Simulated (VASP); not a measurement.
Here is a VASP 6.6.1 calculation.

The input POSCAR:

```
NaH
1.0
    0.0000000000      2.4561594113      2.4561594113
    2.4561594113      0.0000000000      2.4561594113
    2.4561594113      2.4561594113      0.0000000000
Na H
1 1
Direct
    0.0000000000      0.0000000000      0.0000000000
    0.5000000000      0.5000000000      0.5000000000
```

INCAR.step1

```
PREC = Accurate
ENCUT = 520
EDIFF = 1E-5
ISMEAR = -1
SIGMA = 0.05
LREAL = False
LASPH = True
NELM = 100
ALGO = Normal
ISIF = 2
LWAVE = True
LCHARG = False
NBANDS = 11
GGA = PE
```

INCAR.step2

```
PREC = Accurate
ENCUT = 520
EDIFF = 1E-7
ISMEAR = -1
SIGMA = 0.05
LREAL = False
LASPH = True
NELM = 100
ALGO = Normal
ISIF = 2
LWAVE = False
LCHARG = False
GGA = PE
LHFCALC = True
HFSCREEN = 0.2079
PRECFOCK = Normal
NBANDS = 11
ISTART = 1
```

The input KPOINTS:

```
Automatic mesh
0
Gamma
  6 6 6
```

Potentials or basis: VASP PAW PBE potentials, release 64 (Na_pv, H).

Run with:

```sh
$ cat potpaw_PBE.64/Na_pv/POTCAR potpaw_PBE.64/H/POTCAR > POTCAR
$ cp INCAR.step1 INCAR
$ mpirun -np 1 vasp_std > vasp.out
$ cp INCAR.step2 INCAR
$ mpirun -np 1 vasp_std > vasp.out
```

Q: Estimate the band gap on the k mesh.

A: 4.74 eV (least direct gap 5.62 eV).

Q: What does it give for the pressure?

A: -1.4 GPa.

Caveat: the PAW data sets were made with another functional, which shifts forces and pressure a little. A k mesh can miss the band edges.
